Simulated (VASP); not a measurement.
# Li2Pt (P6/mmm) in VASP: notebook, part 2 of 3

VASP 6.6.1. Earlier steps stand in the parts before.

## (4) Electric field gradients, LDA (volume scaled by 1.04)

Contents of INCAR:

```
  PREC = Accurate
  ENCUT = 520
  EDIFF = 1E-8
  ISMEAR = -1
  SIGMA = 0.03
  LREAL = F
  LASPH = T
  NELM = 60
  ALGO = Normal
  ISIF = 2
  LWAVE = F
  LCHARG = F
  GGA = CA
  LEFG = T
  NBANDS = 15
```

Contents of KPOINTS:

```
regular mesh
0
Gamma
  9 9 12
```

Contents of POSCAR:

```
Li2Pt
1.0
    4.2410842377      0.0000000000      0.0000000000
   -2.1205421188      3.6728866895      0.0000000000
    0.0000000000      0.0000000000      2.6960171736
Li Pt
2 1
Direct
    0.3333333333      0.6666666667      0.5000000000
    0.6666666667      0.3333333333      0.5000000000
    0.0000000000      0.0000000000      0.0000000000
```

Potentials or basis: VASP PAW LDA potentials, release 64 (Li_sv, Pt).

Launch:

```sh
> cat potpaw_LDA.64/Li_sv/POTCAR potpaw_LDA.64/Pt/POTCAR > POTCAR
> mpirun -np 1 vasp_std > vasp.out
```

OUTCAR:

```text
PREC = Accurate
   ENCUT = 520
   EDIFF = 1E-8
   ISMEAR = -1
   LREAL = F
   LASPH = T
   NELM = 60
   ISIF = 2
   GGA = CA

 ion  position               nearest neighbor table
   1  0.333  0.667  0.500-   2 2.45   2 2.45   2 2.45   3 2.80   3 2.80   3 2.80   3 2.80   3 2.80
                             3 2.80
   2  0.667  0.333  0.500-   1 2.45   1 2.45   1 2.45   3 2.80   3 2.80   3 2.80   3 2.80   3 2.80
                             3 2.80
   3  0.000  0.000  0.000-   1 2.80   2 2.80   1 2.80   2 2.80   2 2.80   2 2.80   1 2.80   1 2.80
                             2 2.80   2 2.80   1 2.80   1 2.80

  LATTYP: Found a hexagonal cell.
 ALAT       =     4.2410842377
 C/A-ratio  =     0.6356905505

  Lattice vectors:

 A1 = (   4.2410842377,   0.0000000000,   0.0000000000)
 A2 = (  -2.1205421188,   3.6728866895,   0.0000000000)
 A3 = (   0.0000000000,   0.0000000000,   2.6960171736)

Analysis of symmetry for initial positions (statically):
=====================================================================
 Subroutine PRICEL returns:
 Original cell was already a primitive cell.

 Routine SETGRP: Setting up the symmetry group for a
 hexagonal supercell.

 Subroutine GETGRP returns: Found 24 space group operations
 (whereof 24 operations were pure point group operations)
 out of a pool of 24 trial point group operations.

The static configuration has the point symmetry D_6h.

Analysis of symmetry for dynamics (positions and initial velocities):
=====================================================================
 Subroutine PRICEL returns:
 Original cell was already a primitive cell.

 Routine SETGRP: Setting up the symmetry group for a
 hexagonal supercell.

 Subroutine GETGRP returns: Found 24 space group operations
 (whereof 24 operations were pure point group operations)
 out of a pool of 24 trial point group operations.

The dynamic configuration has the point symmetry D_6h.

 Subroutine INISYM returns: Found 24 space group operations
 (whereof 24 operations are pure point group operations),
 and found     1 'primitive' translations

----------------------------------------------------------------------------------------

                                     Primitive cell

  volume of cell :      41.9959

  direct lattice vectors                    reciprocal lattice vectors
     4.241084238  0.000000000  0.000000000     0.235788762  0.136132705  0.000000000
    -2.120542119  3.672886689  0.000000000     0.000000000  0.272265410  0.000000000
     0.000000000  0.000000000  2.696017174     0.000000000  0.000000000  0.370917519

  length of vectors
     4.241084238  4.241084238  2.696017174     0.272265410  0.272265410  0.370917519

  position of ions in fractional coordinates (direct lattice)
     0.333333333  0.666666667  0.500000000
     0.666666667  0.333333333  0.500000000
     0.000000000  0.000000000  0.000000000

  ion indices of the primitive-cell ions
   primitive index   ion index
                 1           1
                 2           2
                 3           3

[... 92 lines left out ...]
  volume/ion in A,a.u.               =      14.00        94.47
  Fermi-wavevector in a.u.,A,eV,Ry     =   1.186804  2.242735 19.163868  1.408505
  Thomas-Fermi vector in A             =   2.322969
   LORBIT       =      0    0 simple, 1 ext, 2 COOP (PROOUT), +10 PAW based schemes
   GGA     = CA    functional components
   LHFCALC =     F    Hartree Fock is set to
   AEXX    =    0.0000 exact exchange contribution
   IVDW    =     0    specifies the selected vdW correction
   LEPSILON=     F    determine dielectric tensor
   LRPA    =     F    only Hartree local field effects (RPA)
 non-spin polarized calculation
  energy-cutoff  :      520.00
  volume of cell :       42.00
 maximum number of plane-waves:      1150
 NGX is ok and might be reduce to    32
   NGX = 15   NGY = 15   NGZ = 11

 number of electron      15.9999989 magnetization

 Free energy of the ion-electron system (eV)
  ---------------------------------------------------
  ext. energy  EPLUGINS =         0.00000000
  ---------------------------------------------------
  free energy    TOTEN  =       -13.08898965 eV

  energy without entropy =      -13.08526511  energy(sigma->0) =      -13.08712738

 E-fermi :   4.7314     XC(G=0): -10.2748

 val. band max:        4.6960154978   @ k =   0.3333   0.0000   0.4167
 cond. band min:       4.7479199715   @ k =   0.3333   0.3333   0.0833
 fundamental gap:      0.0519044737
 Fermi energy:         4.7314052511

 k-point     1 :       0.0000    0.0000    0.0000
  band No.  band energies     occupation
      1     -40.0351      2.00000
      2     -39.9314      2.00000
      3      -1.6984      2.00000
      4       0.5377      2.00000
      5       1.5816      2.00000
      6       1.5816      2.00000
      7       4.0836      2.00000
      8       4.0836      2.00000
      9       8.4974      0.00000
     10       8.4974      0.00000
     11      10.9279      0.00000
     12      10.9279      0.00000
     13      13.6245      0.00000
     14      14.4130      0.00000
[... 401 lines left out ...]
      2     -39.9811      2.00000
      3      -0.6794      2.00000
      4       1.8950      2.00000
      5       1.8971      2.00000
      6       1.8971      2.00000
      7       3.3832      2.00000
      8       3.3832      2.00000
      9       4.7479      0.73150
     10       4.7479      0.73150
     11      12.8658      0.00000
     12      15.5103      0.00000
     13      15.5103      0.00000
     14      19.0079      0.00000
     15      19.0080      0.00000

 [... further k-points ...]
[... 5 lines left out ...]
  --------------------------------------------------------------------------------------
  -------------------------------------------------------------------------------------
  Total       -1.5213777     -1.5213777     -2.2345164     -0.0000000      0.0000000      0.0000000
  in kB      -58.0417575    -58.0417575    -85.2485583     -0.0000000      0.0000000      0.0000000
  external PRESSURE =     -67.1106911 kB  Pullay stress =       0.0000000 kB

 VOLUME and BASIS-vectors are now :
 -----------------------------------------------------------------------------
  energy-cutoff  :      520.00
  volume of cell :       42.00
      direct lattice vectors                 reciprocal lattice vectors
     4.241084238  0.000000000  0.000000000     0.235788762  0.136132705  0.000000000
    -2.120542119  3.672886689  0.000000000     0.000000000  0.272265410  0.000000000
     0.000000000  0.000000000  2.696017174     0.000000000  0.000000000  0.370917519

 POSITION                                       TOTAL-FORCE (eV/Angst)
 -----------------------------------------------------------------------------------
     -0.00000      2.44859      1.34801        -0.000000      0.000000      0.000000
      2.12054      1.22430      1.34801         0.000000      0.000000     -0.000000
      0.00000      0.00000      0.00000         0.000000      0.000000      0.000000
 -----------------------------------------------------------------------------------
    total drift:                                0.000000     -0.000000     -0.000000

  FREE ENERGIE OF THE ION-ELECTRON SYSTEM (eV)
  ---------------------------------------------------
  free  energy   TOTEN  =       -13.0889896542 eV

  energy  without entropy=      -13.0852651085  energy(sigma->0) =      -13.08712738

 Electric field gradients (V/A^2)
---------------------------------------------------------------------
 ion       V_xx      V_yy      V_zz      V_xy      V_xz      V_yz
---------------------------------------------------------------------
   1      -0.133    -0.135     0.269    -0.002     0.000     0.000
   2      -0.133    -0.135     0.269    -0.002     0.000     0.000
   3     141.964   141.963  -283.927    -0.000    -0.000    -0.000
---------------------------------------------------------------------

 Electric field gradients after diagonalization (V/A^2)
 (convention: |V_zz| > |V_xx| > |V_yy|)
----------------------------------------------------------------------
 ion       V_xx      V_yy      V_zz     asymmetry (V_yy - V_xx)/ V_zz
----------------------------------------------------------------------
   1      -0.136    -0.132     0.269       0.013
   2      -0.136    -0.132     0.269       0.013
   3     141.964   141.963  -283.927       0.000
----------------------------------------------------------------------

           NMR quadrupolar parameters

 Cq : quadrupolar parameter    Cq=e*Q*V_zz/h
 eta: asymmetry parameters     (V_yy - V_xx)/ V_zz
 Q  : nuclear electric quadrupole moment in mb (millibarn)
----------------------------------------------------------------------
 ion       Cq(MHz)       eta       Q (mb)
----------------------------------------------------------------------
   1       0.001       0.013       1.000
   2       0.001       0.013       1.000
   3      -0.687       0.000       1.000
----------------------------------------------------------------------
```

OSZICAR:

```text
N       E                     dE             d eps       ncg     rms          rms(c)
DAV:   1     0.727530090699E+02    0.72753E+02   -0.70794E+03  2536   0.108E+03
DAV:   2    -0.626048795967E+01   -0.79013E+02   -0.71851E+02  3038   0.237E+02
DAV:   3    -0.136898151200E+02   -0.74293E+01   -0.72643E+01  4827   0.473E+01
DAV:   4    -0.137950120416E+02   -0.10520E+00   -0.10496E+00  2793   0.817E+00
DAV:   5    -0.137965377896E+02   -0.15257E-02   -0.15255E-02  3634   0.792E-01    0.716E+00
DAV:   6    -0.133194155016E+02    0.47712E+00   -0.27129E+00  2723   0.138E+01    0.275E+00
DAV:   7    -0.131068811295E+02    0.21253E+00   -0.34392E-01  2667   0.518E+00    0.893E-01
DAV:   8    -0.130917999961E+02    0.15081E-01   -0.18918E-02  3484   0.931E-01    0.441E-01
DAV:   9    -0.130889626750E+02    0.28373E-02   -0.76051E-03  3310   0.691E-01    0.900E-02
DAV:  10    -0.130889893624E+02   -0.26687E-04   -0.14426E-04  3320   0.953E-02    0.167E-02
DAV:  11    -0.130889897053E+02   -0.34286E-06   -0.86436E-06  3486   0.249E-02    0.282E-03
DAV:  12    -0.130889896527E+02    0.52591E-07   -0.24767E-07  3329   0.399E-03    0.763E-04
DAV:  13    -0.130889896542E+02   -0.15095E-08   -0.13004E-08  2975   0.812E-04
   1 F= -.13088990E+02 E0= -.13087127E+02  d E =-.372455E-02
```

stdout:

```text
POSCAR found type information on POSCAR LiPt
 POSCAR found :  2 types and       3 ions
 scaLAPACK will be used
 LDA part: xc-table for (Slater(with rela. corr.)+CA(PZ))
 , standard interpolation
 POSCAR, INCAR and KPOINTS ok, starting setup
 FFT: planning ... GRIDC
 FFT: planning ... GRID_SOFT
 FFT: planning ... GRID
 WAVECAR not read
 entering main loop
ion   1

ion   2

ion   3
```

Wall time 13 s (1 thread of Intel Xeon 6975P-C (Granite Rapids), shared host); peak memory 0.17 GiB.

What came out:

```
Free energy            : -13.0890 eV
Band gap on the k mesh : zero (band 8 reaches 5.88 eV, above the bottom of band 9 at 4.03 eV)
```

Electric field gradients, principal values (V/Å²):
```tsv
atom	least	middle	greatest (by size)
1 Li	-0.132	-0.136	0.269
2 Li	-0.132	-0.136	0.269
3 Pt	141.963	141.964	-283.927
```

Caveat: the cutoff is under 1.25 times the usual one of these potentials, so pressure, stress and relaxed cells hold a basis-set (Pulay) error; without QUAD_EFG the Cq values of the log hold for a quadrupole moment of 1 mb, not for the nuclei; spin-orbit coupling is left out, which moves the levels of the heavy elements.

## (5) Electric field gradients, LDA (volume scaled by 0.99)

INCAR is that of step 4.

Contents of KPOINTS:

```
Automatic mesh
0
Gamma
  9 9 12
```

Contents of POSCAR:

```
Li2Pt
1.0
    4.1719988854      0.0000000000      0.0000000000
   -2.0859994427      3.6130570194      0.0000000000
    0.0000000000      0.0000000000      2.6521002680
Li Pt
2 1
Direct
    0.3333333333      0.6666666667      0.5000000000
    0.6666666667      0.3333333333      0.5000000000
    0.0000000000      0.0000000000      0.0000000000
```

Potentials or basis: VASP PAW LDA potentials, release 64 (Li_sv, Pt).

Launch:

```sh
> cat potpaw_LDA.64/Li_sv/POTCAR potpaw_LDA.64/Pt/POTCAR > POTCAR
> mpirun -np 1 vasp_std > vasp.out
```

OUTCAR:

```text
PREC = Accurate
   ENCUT = 520
   EDIFF = 1E-8
   ISMEAR = -1
   LREAL = F
   LASPH = T
   NELM = 60
   ISIF = 2
   GGA = CA

 ion  position               nearest neighbor table
   1  0.333  0.667  0.500-   2 2.41   2 2.41   2 2.41   3 2.75   3 2.75   3 2.75   3 2.75   3 2.75
                             3 2.75
   2  0.667  0.333  0.500-   1 2.41   1 2.41   1 2.41   3 2.75   3 2.75   3 2.75   3 2.75   3 2.75
                             3 2.75
   3  0.000  0.000  0.000-   1 2.75   2 2.75   1 2.75   2 2.75   2 2.75   2 2.75   1 2.75   1 2.75
                             2 2.75   2 2.75   1 2.75   1 2.75

  LATTYP: Found a hexagonal cell.
 ALAT       =     4.1719988854
 C/A-ratio  =     0.6356905505

  Lattice vectors:

 A1 = (   4.1719988854,   0.0000000000,   0.0000000000)
 A2 = (  -2.0859994427,   3.6130570194,   0.0000000000)
 A3 = (   0.0000000000,   0.0000000000,   2.6521002680)

Analysis of symmetry for initial positions (statically):
=====================================================================
 Subroutine PRICEL returns:
 Original cell was already a primitive cell.

 Routine SETGRP: Setting up the symmetry group for a
 hexagonal supercell.

 Subroutine GETGRP returns: Found 24 space group operations
 (whereof 24 operations were pure point group operations)
 out of a pool of 24 trial point group operations.

The static configuration has the point symmetry D_6h.

Analysis of symmetry for dynamics (positions and initial velocities):
=====================================================================
 Subroutine PRICEL returns:
 Original cell was already a primitive cell.

 Routine SETGRP: Setting up the symmetry group for a
[... 584 lines left out ...]
      6       2.1899      2.00000
      7       3.7608      2.00000
      8       3.7608      2.00000
      9       5.1984      0.64449
     10       5.1984      0.64449
     11      13.5550      0.00000
     12      16.2862      0.00000
     13      16.2862      0.00000
     14      19.9046      0.00000
     15      19.9050      0.00000

 [... further k-points ...]
[... 5 lines left out ...]
  --------------------------------------------------------------------------------------
  -------------------------------------------------------------------------------------
  Total       -0.8629978     -0.8629978     -1.0039496      0.0000000      0.0000000      0.0000000
  in kB      -34.5868755    -34.5868755    -40.2358864      0.0000000      0.0000000      0.0000000
  external PRESSURE =     -36.4698792 kB  Pullay stress =       0.0000000 kB

 VOLUME and BASIS-vectors are now :
 -----------------------------------------------------------------------------
  energy-cutoff  :      520.00
  volume of cell :       39.98
      direct lattice vectors                 reciprocal lattice vectors
     4.171998885  0.000000000  0.000000000     0.239693257  0.138386966  0.000000000
    -2.085999443  3.613057019  0.000000000     0.000000000  0.276773933  0.000000000
     0.000000000  0.000000000  2.652100268     0.000000000  0.000000000  0.377059650

 POSITION                                       TOTAL-FORCE (eV/Angst)
 -----------------------------------------------------------------------------------
     -0.00000      2.40870      1.32605        -0.000000     -0.000000      0.000000
      2.08600      1.20435      1.32605         0.000000      0.000000     -0.000000
      0.00000      0.00000      0.00000        -0.000000      0.000000      0.000000
 -----------------------------------------------------------------------------------
    total drift:                                0.000000     -0.000000     -0.000000

  FREE ENERGIE OF THE ION-ELECTRON SYSTEM (eV)
  ---------------------------------------------------
  free  energy   TOTEN  =       -13.1531596710 eV

  energy  without entropy=      -13.1491461534  energy(sigma->0) =      -13.15115291

 Electric field gradients (V/A^2)
---------------------------------------------------------------------
 ion       V_xx      V_yy      V_zz      V_xy      V_xz      V_yz
---------------------------------------------------------------------
   1      -0.131    -0.134     0.265    -0.002     0.000    -0.000
   2      -0.131    -0.134     0.265    -0.002     0.000    -0.000
   3     159.053   159.053  -318.106    -0.001    -0.000    -0.000
---------------------------------------------------------------------

 Electric field gradients after diagonalization (V/A^2)
 (convention: |V_zz| > |V_xx| > |V_yy|)
----------------------------------------------------------------------
 ion       V_xx      V_yy      V_zz     asymmetry (V_yy - V_xx)/ V_zz
----------------------------------------------------------------------
   1      -0.135    -0.130     0.265       0.022
   2      -0.135    -0.130     0.265       0.022
   3     159.054   159.052  -318.106       0.000
----------------------------------------------------------------------

           NMR quadrupolar parameters

 Cq : quadrupolar parameter    Cq=e*Q*V_zz/h
 eta: asymmetry parameters     (V_yy - V_xx)/ V_zz
 Q  : nuclear electric quadrupole moment in mb (millibarn)
----------------------------------------------------------------------
 ion       Cq(MHz)       eta       Q (mb)
----------------------------------------------------------------------
   1       0.001       0.022       1.000
   2       0.001       0.022       1.000
   3      -0.769       0.000       1.000
----------------------------------------------------------------------
```

OSZICAR:

```text
N       E                     dE             d eps       ncg     rms          rms(c)
DAV:   1     0.732740077960E+02    0.73274E+02   -0.72051E+03  2552   0.109E+03
DAV:   2    -0.620930877300E+01   -0.79483E+02   -0.72322E+02  3066   0.239E+02
DAV:   3    -0.138115748575E+02   -0.76023E+01   -0.74230E+01  4815   0.478E+01
DAV:   4    -0.139204894657E+02   -0.10891E+00   -0.10877E+00  2716   0.837E+00
DAV:   5    -0.139220723575E+02   -0.15829E-02   -0.15825E-02  3639   0.794E-01    0.779E+00
DAV:   6    -0.134087176210E+02    0.51335E+00   -0.28695E+00  2716   0.145E+01    0.297E+00
DAV:   7    -0.131723780563E+02    0.23634E+00   -0.37559E-01  2674   0.548E+00    0.996E-01
DAV:   8    -0.131564376047E+02    0.15940E-01   -0.22296E-02  3415   0.105E+00    0.505E-01
DAV:   9    -0.131531298278E+02    0.33078E-02   -0.85412E-03  3316   0.748E-01    0.924E-02
DAV:  10    -0.131531578132E+02   -0.27985E-04   -0.14213E-04  3236   0.954E-02    0.220E-02
DAV:  11    -0.131531597749E+02   -0.19617E-05   -0.65091E-06  3755   0.194E-02    0.263E-03
DAV:  12    -0.131531596694E+02    0.10547E-06   -0.23158E-07  3270   0.405E-03    0.873E-04
DAV:  13    -0.131531596710E+02   -0.16025E-08   -0.12725E-08  3030   0.920E-04
   1 F= -.13153160E+02 E0= -.13151153E+02  d E =-.401352E-02
```

stdout:

```text
POSCAR found type information on POSCAR LiPt
 POSCAR found :  2 types and       3 ions
 scaLAPACK will be used
 LDA part: xc-table for (Slater(with rela. corr.)+CA(PZ))
 , standard interpolation
 POSCAR, INCAR and KPOINTS ok, starting setup
 FFT: planning ... GRIDC
 FFT: planning ... GRID_SOFT
 FFT: planning ... GRID
 WAVECAR not read
 entering main loop
ion   1

ion   2

ion   3
```

Wall time 23 s (1 thread of Intel Xeon Platinum 8375C at 2.90GHz (Ice Lake), shared host); peak memory 0.17 GiB.

What came out:

```yaml
Free_energy: -13.1532 eV
Band_gap_on_the_k_mesh: zero (band 8 reaches 6.31 eV, above the bottom of band 9 at 4.47 eV)
```

Electric field gradients, principal values (V/Å²):
```
atom    least   middle  greatest (by size)
1 Li   -0.130   -0.135               0.265
2 Li   -0.130   -0.135               0.265
3 Pt  159.052  159.054            -318.106
```

Caveat: the cutoff is under 1.25 times the usual one of these potentials, so pressure, stress and relaxed cells hold a basis-set (Pulay) error; without QUAD_EFG the Cq values of the log hold for a quadrupole moment of 1 mb, not for the nuclei; spin-orbit coupling is left out, which moves the levels of the heavy elements.

(Continued in part 3 of 3.)
